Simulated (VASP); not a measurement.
A run of VASP 6.6.1:

INCAR

```
PREC = Accurate
ENCUT = 520
EDIFF = 1E-7
ISMEAR = 0
SIGMA = 0.1
LREAL = False
LASPH = True
NELM = 100
ALGO = Normal
ISIF = 2
LWAVE = False
LCHARG = True
LDIPOL = True
IDIPOL = 3
DIPOL = 0.5 0.5 0.500
GGA = PE
LELF = True
LVHAR = True
LVACPOTAV = True
NBANDS = 11
```

File KPOINTS:

```
regular mesh
0
Gamma
  15 15 1
```

The input POSCAR:

```
Si
1.0
    3.7500000000      0.0000000000      0.0000000000
   -1.8750000000      3.2475952642      0.0000000000
    0.0000000000      0.0000000000     28.0000000000
Si
2
Direct
    0.3333333333      0.6666666667      0.5000000000
    0.6666666667      0.3333333333      0.5000000000
```

Potentials or basis: VASP PAW PBE potentials, release 64 (Si).

Run with:

```console
$ cat potpaw_PBE.64/Si/POTCAR > POTCAR
$ mpirun -np 1 vasp_std > vasp.out
```

Hardware: 1 thread of AMD EPYC 7R13 Processor (Zen 3), with other jobs on the host.

Problem. How long does it take, and how much memory?

Solution. It took 3.8 min on 1 thread of AMD EPYC 7R13 Processor (Zen 3), on a shared host, peak memory 0.4 GiB. Counts: scf iterations 29, k points 27.
